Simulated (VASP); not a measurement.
**Ag: single point with r2SCAN**

The system is Ag.

```xyz
1
Lattice="0.0000 2.0519 2.0519 2.0519 0.0000 2.0519 2.0519 2.0519 0.0000" Properties=species:S:1:pos:R:3 pbc="T T T"
Ag    0.0000    0.0000    0.0000
```

| Item | Value |
| --- | --- |
| Program | VASP 6.6.1 |
| Task | single point |
| Functional | r2SCAN |
| Potentials or basis | VASP PAW PBE potentials, release 64 (Ag) |
| Cutoff | 520 eV |
| k mesh | 13 × 13 × 13 |
| Occupations | methfessel-paxton, width 1 eV |
| Spin | no spin polarisation |

```yaml
Pressure: 0.2 GPa
```

Levels at points of the mesh, in eV from the Fermi level:
```
           k point  band 3  band 4  band 5  band 6  band 7  band 8  band 9  band 10
(0.00, 0.00, 0.00)   -5.15   -5.15   -4.13   -4.13   16.56   20.21   20.21    20.21
```

Run time: 2.7 min on 1 thread of AMD EPYC 7571 (shared host), peak memory 0.12 GiB.

Caveat: the PAW data sets were made with another functional, which shifts forces and pressure a little.
